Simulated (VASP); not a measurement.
# FePt (P4/mmm) in VASP: single point with PBE

Aim: the single point of FePt with PBE.

Everything below comes from runs of VASP 6.6.1. Logs are shortened: lines on timing, memory, paths and dates and some standing lists are left out, and cuts for length are marked.

## Step 1: The cell of the first run

Symmetry: P4/mmm, No. 123, tetragonal system. The conventional cell has a = 2.730 Å, b = 2.730 Å, c = 3.765 Å, α = 90.00°, β = 90.00°, γ = 90.00°. Within 3.6 Å of Fe (site symmetry 4/mmm) lie 8 Pt at 2.70 Å and 4 Fe at 2.73 Å. Within 3.6 Å of Pt (site symmetry 4/mmm) lie 8 Fe at 2.70 Å and 4 Pt at 2.73 Å.

## Step 2: Single point, PBE, collinear spin, ferromagnetic start

Contents of INCAR:

```
ALGO = Normal ; EDIFF = 1E-6
ENCUT = 520 ; GGA = PE
ISIF = 2 ; ISMEAR = 0
ISPIN = 2 ; LASPH = T
LCHARG = F ; LMAXMIX = 4
LORBIT = 11 ; LREAL = F
LWAVE = F ; MAGMOM = 3 0.4
NBANDS = 20 ; NELM = 150
PREC = Accurate ; SIGMA = 0.05
```

Contents of KPOINTS:

```
k-points
0
Gamma
  16 16 12
```

Contents of POSCAR:

```
FePt
1.0
    2.7295755929      0.0000000000      0.0000000000
    0.0000000000      2.7295755929      0.0000000000
    0.0000000000      0.0000000000      3.7650258421
Fe Pt
1 1
Direct
    0.0000000000      0.0000000000      0.0000000000
    0.5000000000      0.5000000000      0.5000000000
```

Potentials or basis: VASP PAW PBE potentials, release 64 (Fe, Pt).

Launch:

```console
> cat potpaw_PBE.64/Fe/POTCAR potpaw_PBE.64/Pt/POTCAR > POTCAR
> mpirun -np 1 vasp_std > vasp.out
```

OUTCAR:

```text
EDIFF = 1E-6
   ENCUT = 520
   GGA = PE
   ISIF = 2
   ISMEAR = 0
   ISPIN = 2
   LASPH = T
   LORBIT = 11
   LREAL = F
   NELM = 150
   PREC = Accurate

 ion  position               nearest neighbor table
   1  0.000  0.000  0.000-   2 2.70   2 2.70   2 2.70   2 2.70   2 2.70   2 2.70   2 2.70   2 2.70

   2  0.500  0.500  0.500-   1 2.70   1 2.70   1 2.70   1 2.70   1 2.70   1 2.70   1 2.70   1 2.70

  LATTYP: Found a simple tetragonal cell.
 ALAT       =     2.7295755929
 C/A-ratio  =     1.3793447787

  Lattice vectors:

 A1 = (   2.7295755929,   0.0000000000,   0.0000000000)
 A2 = (   0.0000000000,   2.7295755929,   0.0000000000)
 A3 = (   0.0000000000,   0.0000000000,   3.7650258421)

Analysis of symmetry for initial positions (statically):
=====================================================================
 Subroutine PRICEL returns:
 Original cell was already a primitive cell.

 Routine SETGRP: Setting up the symmetry group for a
 simple tetragonal supercell.

 Subroutine GETGRP returns: Found 16 space group operations
 (whereof 16 operations were pure point group operations)
 out of a pool of 16 trial point group operations.

The static configuration has the point symmetry D_4h.

Analysis of symmetry for dynamics (positions and initial velocities):
=====================================================================
 Subroutine PRICEL returns:
 Original cell was already a primitive cell.

 Routine SETGRP: Setting up the symmetry group for a
 simple tetragonal supercell.

 Subroutine GETGRP returns: Found 16 space group operations
 (whereof 16 operations were pure point group operations)
 out of a pool of 16 trial point group operations.

The dynamic configuration has the point symmetry D_4h.

Analysis of structural, dynamic, and magnetic symmetry:
=====================================================================
 Subroutine PRICEL returns:
 Original cell was already a primitive cell.

 Routine SETGRP: Setting up the symmetry group for a
 simple tetragonal supercell.

 Subroutine GETGRP returns: Found 16 space group operations
 (whereof 16 operations were pure point group operations)
 out of a pool of 16 trial point group operations.

The overall configuration has the point symmetry D_4h.

 Subroutine INISYM returns: Found 16 space group operations
 (whereof 16 operations are pure point group operations),
 and found     1 'primitive' translations

----------------------------------------------------------------------------------------

                                     Primitive cell

  volume of cell :      28.0516

  direct lattice vectors                    reciprocal lattice vectors
     2.729575593  0.000000000  0.000000000     0.366357320  0.000000000  0.000000000
     0.000000000  2.729575593  0.000000000     0.000000000  0.366357320  0.000000000
     0.000000000  0.000000000  3.765025842     0.000000000  0.000000000  0.265602427

  length of vectors
     2.729575593  2.729575593  3.765025842     0.366357320  0.366357320  0.265602427

  position of ions in fractional coordinates (direct lattice)
     0.000000000  0.000000000  0.000000000
     0.500000000  0.500000000  0.500000000

  ion indices of the primitive-cell ions
   primitive index   ion index
                 1           1
                 2           2

----------------------------------------------------------------------------------------

 KPOINTS: k-points

Automatic generation of k-mesh.
 Grid dimensions read from file:
 generate k-points for:   16   16   12

 Generating k-lattice:

  Cartesian coordinates                     Fractional coordinates (reciprocal lattice)
     0.022897333  0.000000000  0.000000000     0.062500000  0.000000000  0.000000000
     0.000000000  0.022897333  0.000000000     0.000000000  0.062500000  0.000000000
     0.000000000  0.000000000  0.022133536     0.000000000  0.000000000  0.083333333

  Length of vectors
     0.022897333  0.022897333  0.022133536

  Shift w.r.t. Gamma in fractional coordinates (k-lattice)
     0.000000000  0.000000000  0.000000000

 Subroutine IBZKPT returns following result:
 ===========================================

 Found    315 irreducible k-points:

 Following reciprocal coordinates:
            Coordinates               Weight
  0.000000  0.000000  0.000000      1.000000
  0.062500  0.000000  0.000000      4.000000
  0.125000  0.000000  0.000000      4.000000
  0.187500  0.000000  0.000000      4.000000
  0.250000  0.000000  0.000000      4.000000
  0.312500  0.000000  0.000000      4.000000
[... 16 lines left out ...]
  0.437500  0.125000  0.000000      8.000000
  0.500000  0.125000  0.000000      4.000000
 [... further k-points ...]
   k-points           NKPTS =    315   k-points in BZ     NKDIM =    315   number of bands    NBANDS=     20
   number of dos      NEDOS =    301   number of ions     NIONS =      2
   total plane-waves  NPLWV =  11200
   dimension x,y,z NGX =    20 NGY =   20 NGZ =   28
   dimension x,y,z NGXF=    40 NGYF=   40 NGZF=   56
   ions per type =               1   1
   NGX,Y,Z   is equivalent  to a cutoff of  12.18, 12.18, 12.36 a.u.
   NGXF,Y,Z  is equivalent  to a cutoff of  24.36, 24.36, 24.73 a.u.
 SYSTEM =  unknown system
   PREC   = accura    normal or accurate (medium, high low for compatibility)
   ISTART =      0    job   : 0-new  1-cont  2-samecut
   ICHARG =      2    charge: 1-file 2-atom 10-const
   ISPIN  =      2    spin polarized calculation?
   LNONCOLLINEAR =      F non collinear calculations
   LSORBIT =      F    spin-orbit coupling
   LASPH  =      T    aspherical Exc in radial PAW
   ENCUT  =  520.0 eV  38.22 Ry    6.18 a.u.   5.08  5.08  7.00*2*pi/ulx,y,z
   NELM   =    150;   NELMIN=  2; NELMDL= -5     # of ELM steps
   EDIFF  = 0.1E-05   stopping-criterion for ELM
   LREAL  =      F    real-space projection
   EDIFFG = 0.1E-04   stopping-criterion for IOM
   NSW    =      0    number of steps for IOM
   IBRION =     -1    ionic relax: 0-MD 1-quasi-New 2-CG
   NFREE  =      0    steps in history (QN), initial steepest desc. (CG)
   ISIF   =      2    stress and relaxation
   ISYM   =      2    0-nonsym 1-usesym 2-fastsym
   POTIM  = 0.5000    time-step for ionic-motion
   TEBEG  =    0.0;   TEEND  =   0.0 temperature during run
   PSTRESS=    0.0 pullay stress
   NELECT =      18.0000    total number of electrons
   NUPDOWN=      -1.0000    fix difference up-down
   EMIN   =  10.00;   EMAX   =-10.00  energy-range for DOS
   EFERMI =   0.00;   METHOD = LEGACY
   ISMEAR =     0;   SIGMA  =   0.05  broadening in eV -4-tet -1-fermi 0-gaus
   EFERMI_NEDOS =   21; number of points for ismear=-14 and -15
   IALGO  =     38    algorithm
   IMIX   =      4    mixing-type and parameters
     AMIX     =   0.40;   BMIX     =  1.00
     AMIX_MAG =   1.60;   BMIX_MAG =  1.00
  volume/ion in A,a.u.               =      14.03        94.65
  Fermi-wavevector in a.u.,A,eV,Ry     =   1.412038  2.668364 27.127979  1.993850
  Thomas-Fermi vector in A             =   2.533827
   LORBIT       =     11    0 simple, 1 ext, 2 COOP (PROOUT), +10 PAW based schemes
   GGA     = PE    functional components
   LHFCALC =     F    Hartree Fock is set to
   AEXX    =    0.0000 exact exchange contribution
   IVDW    =     0    specifies the selected vdW correction
   LEPSILON=     F    determine dielectric tensor
   LRPA    =     F    only Hartree local field effects (RPA)
 spin polarized calculation
 Gauss-broadening in eV      SIGMA  =   0.05
  energy-cutoff  :      520.00
  volume of cell :       28.05
 maximum number of plane-waves:       774
   NGX = 11   NGY = 11   NGZ = 15

 number of electron      17.9999990 magnetization       3.2929101

 Free energy of the ion-electron system (eV)
  ---------------------------------------------------
  ext. energy  EPLUGINS =         0.00000000
  ---------------------------------------------------
  free energy    TOTEN  =       -14.80768143 eV

  energy without entropy =      -14.80649766  energy(sigma->0) =      -14.80708955

 E-fermi :   8.4757     XC(G=0): -12.9627

 val. band max:        8.4744468574   @ k =   0.5000   0.0000   0.2500
 cond. band min:       8.4792229463   @ k =   0.2500   0.0000   0.4167
 fundamental gap:      0.0047760889
 Fermi energy:         8.4757287000

 spin component 1

 k-point     1 :       0.0000    0.0000    0.0000
  band No.  band energies     occupation
      1      -0.9843      1.00000
      2       2.2376      1.00000
      3       2.4203      1.00000
      4       5.0897      1.00000
      5       5.0897      1.00000
      6       5.5304      1.00000
[... 12 lines left out ...]
     19      29.9400      0.00000
     20      29.9400      0.00000
[... 507 lines left out ...]
 k-point    24 :       0.5000    0.1250    0.0000
  band No.  band energies     occupation
      1       2.8741      1.00000
      2       3.5794      1.00000
      3       3.7462      1.00000
      4       4.0385      1.00000
      5       4.5556      1.00000
      6       5.0574      1.00000
[... 12 lines left out ...]
     19      30.0753      0.00000
     20      31.4887      0.00000

 [... further k-points ...]

 spin component 2

 k-point     1 :       0.0000    0.0000    0.0000
  band No.  band energies     occupation
      1      -0.8546      1.00000
      2       2.8015      1.00000
      3       2.8134      1.00000
      4       6.1861      1.00000
      5       6.1861      1.00000
      6       7.6793      1.00000
[... 12 lines left out ...]
     19      30.0459      0.00000
     20      30.0460      0.00000
[... 507 lines left out ...]
 k-point    24 :       0.5000    0.1250    0.0000
  band No.  band energies     occupation
      1       3.0306      1.00000
      2       3.9069      1.00000
      3       4.3192      1.00000
      4       4.4013      1.00000
      5       5.8822      1.00000
      6       6.4980      1.00000
[... 12 lines left out ...]
     19      30.7013      0.00000
     20      31.8408      0.00000

 [... further k-points ...]

------------------------ aborting loop because EDIFF is reached ----------------------------------------

  FORCE on cell =-STRESS in cart. coord.  units (eV):
  Direction    XX          YY          ZZ          XY          YZ          ZX
  --------------------------------------------------------------------------------------
  -------------------------------------------------------------------------------------
  Total       -0.0819914     -0.0819914     -0.0737809      0.0000000      0.0000000     -0.0000000
  in kB       -4.6829605     -4.6829605     -4.2140153      0.0000000      0.0000000     -0.0000000
  external PRESSURE =      -4.5266455 kB  Pullay stress =       0.0000000 kB

 VOLUME and BASIS-vectors are now :
 -----------------------------------------------------------------------------
  energy-cutoff  :      520.00
  volume of cell :       28.05
      direct lattice vectors                 reciprocal lattice vectors
     2.729575593  0.000000000  0.000000000     0.366357320  0.000000000  0.000000000
     0.000000000  2.729575593  0.000000000     0.000000000  0.366357320  0.000000000
     0.000000000  0.000000000  3.765025842     0.000000000  0.000000000  0.265602427

 POSITION                                       TOTAL-FORCE (eV/Angst)
 -----------------------------------------------------------------------------------
      0.00000      0.00000      0.00000         0.000000      0.000000      0.000000
      1.36479      1.36479      1.88251         0.000000      0.000000      0.000000
 -----------------------------------------------------------------------------------
    total drift:                               -0.000000      0.000000      0.000000

  FREE ENERGIE OF THE ION-ELECTRON SYSTEM (eV)
  ---------------------------------------------------
  free  energy   TOTEN  =       -14.8076814303 eV

  energy  without entropy=      -14.8064976633  energy(sigma->0) =      -14.80708955

 total charge

# of ion       s       p       d       tot
------------------------------------------
    1        0.403   0.438   6.110   6.951
    2        0.707   0.647   8.047   9.400
--------------------------------------------------
tot          1.110   1.084  14.157  16.351

 magnetization (x)

# of ion       s       p       d       tot
------------------------------------------
    1        0.005  -0.007   2.952   2.950
    2       -0.025  -0.068   0.417   0.324
--------------------------------------------------
tot         -0.020  -0.075   3.369   3.274
```

Run time: 6.3 min. Hardware: 1 thread of Intel Xeon Platinum 8259CL at 2.50GHz (Skylake/Cascade Lake), shared host; peak memory 0.37 GiB.

What came out:

- Free energy: -14.8077 eV
- Pressure: -0.5 GPa
- Net moment: 3.29 μB per cell
- Site moments: Fe +2.95; Pt +0.32 μB
- Valence electrons inside the program's atomic spheres: Fe 6.95; Pt 9.40

Levels at points of the mesh, in eV from the Fermi level:
Spin up:
```csv
k point,band 9,band 10,band 11,band 12,band 13,band 14
"(0.00, 0.00, 0.00)",-0.53,-0.44,-0.44,2.14,9.38,11.68
"(0.50, 0.00, 0.00)",-2.17,-1.58,0.11,2.03,10.25,10.32
"(0.50, 0.50, 0.00)",-0.55,0.57,1.67,1.67,7.53,9.88
"(0.00, 0.00, 0.50)",-2.09,-2.09,-1.88,-0.80,15.48,15.65
"(0.50, 0.00, 0.50)",-0.56,-0.55,-0.46,-0.43,4.61,6.62
"(0.50, 0.50, 0.50)",-1.09,0.57,6.77,6.77,7.62,8.30
```
Spin down:
```tsv
k point	band 5	band 6	band 7	band 8	band 9	band 10	band 11	band 12
(0.00, 0.00, 0.00)	-2.29	-0.80	-0.72	0.56	1.65	1.65	1.68	2.31
(0.50, 0.00, 0.00)	-2.40	-1.33	-1.15	-0.84	0.57	0.72	2.35	2.55
(0.50, 0.50, 0.00)	0.94	1.23	1.64	1.70	1.70	1.72	1.80	1.80
(0.00, 0.00, 0.50)	-1.84	-1.84	-1.37	-0.55	0.18	0.47	0.47	1.46
(0.50, 0.00, 0.50)	-2.14	-0.45	-0.43	-0.37	0.91	1.46	1.58	1.61
(0.50, 0.50, 0.50)	-1.49	-1.31	-1.31	0.79	0.94	1.72	7.47	7.47
```

Caveat: spin-orbit coupling is left out, which moves the levels of the heavy elements.
